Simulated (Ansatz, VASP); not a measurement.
Two plane-wave programs on P

```xyz
4
Lattice="3.2962 0.0000 0.0000 0.0000 4.5279 0.0000 0.0000 0.0000 30.3367" Properties=species:S:1:pos:R:3 pbc="T T T"
P     1.6481    4.1405   14.1124
P     0.0000    2.6514   14.1124
P     1.6481    0.3875   16.2243
P     0.0000    1.8765   16.2243
```

Change from the starting cell: strain along y +0.020, atoms relaxed.

Alike in both runs: functional PBE; dispersion D3(BJ); k mesh 10 × 8 × 1; occupations gaussian, width 0.02 eV; no spin polarisation.

Ansatz relaxed the structure, and its values are those at the end. VASP's run is a single point on that final structure, the one shown.

|  | VASP | Ansatz |
| --- | --- | --- |
| version | VASP 6.6.1 | Ansatz 0.2.0 |
| potentials or method | VASP PAW PBE potentials, release 64 (P), cutoff 520 eV | scalar-relativistic, plane waves, PAW |
| valence electrons in the cell | 20 | 20 |

VASP gave:

```
gap on the k mesh at the Fermi level (eV) : 0.85
least direct gap on the mesh (eV)         : 0.85
rms of the force components (eV/Å)        : 0.030
```

Task: Estimate Ansatz's values.

Result: gap on the k mesh at the Fermi level (eV): 0.83; least direct gap on the mesh (eV): 0.83; rms of the force components (eV/Å): 0.001.

Ansatz's warnings: stress scf threshold loose.
